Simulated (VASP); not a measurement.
Al: single point with PBE+D3(BJ)

Crystal: Al.

```
CELL_PARAMETERS angstrom
-0.09288 1.99102 1.99102
1.89814 0.00000 1.89814
1.99102 1.99102 -0.09288
ATOMIC_POSITIONS crystal
Al 0.00000 0.00000 0.00000
```

This cell differs from its parent crystal: engineering shear strain xz -0.0933, normal strain along z +0.0000.

* Program: VASP 6.6.1
* Task: single point
* Functional: PBE
* Dispersion: D3(BJ)
* Potentials or basis: VASP PAW PBE potentials, release 64 (Al)
* Cutoff: 520 eV
* k mesh: 20 × 20 × 20
* Occupations: gaussian, width 0.15 eV
* Spin: no spin polarisation

```
Pressure                   : 1.0 GPa
Band gap on the k mesh     : zero (an odd number of electrons rules out a gap without spin polarisation)
Dispersion energy per atom : -0.353 eV
```

Stress tensor (GPa, compression positive):
```
 1.55  0.00  4.18
 0.00 -0.04  0.00
 4.18  0.00  1.55
```

Levels at points of the mesh, in eV from the Fermi level:
```csv
k point,band 1,band 2,band 3,band 4,band 5,band 6
"(0.00, 0.00, 0.00)",-11.46,11.43,12.65,13.11,13.79,14.49
"(0.50, 0.00, 0.00)",-5.03,-5.02,11.37,12.07,13.14,13.25
"(0.00, 0.50, 0.00)",-4.51,-3.84,10.43,10.84,11.33,11.94
"(0.50, 0.50, 0.00)",-3.02,-1.56,5.28,5.85,5.86,9.54
"(0.50, 0.00, 0.50)",-3.05,-1.65,4.17,4.83,7.66,10.09
```

Run time: 29 s on 1 thread of Intel(R) Xeon(R) 6975P-C (Granite Rapids) (shared host), peak memory 0.24 GiB.

Caveat: the cell differs from its parent crystal (engineering shear strain xz -0.0933, normal strain along z +0.0000).
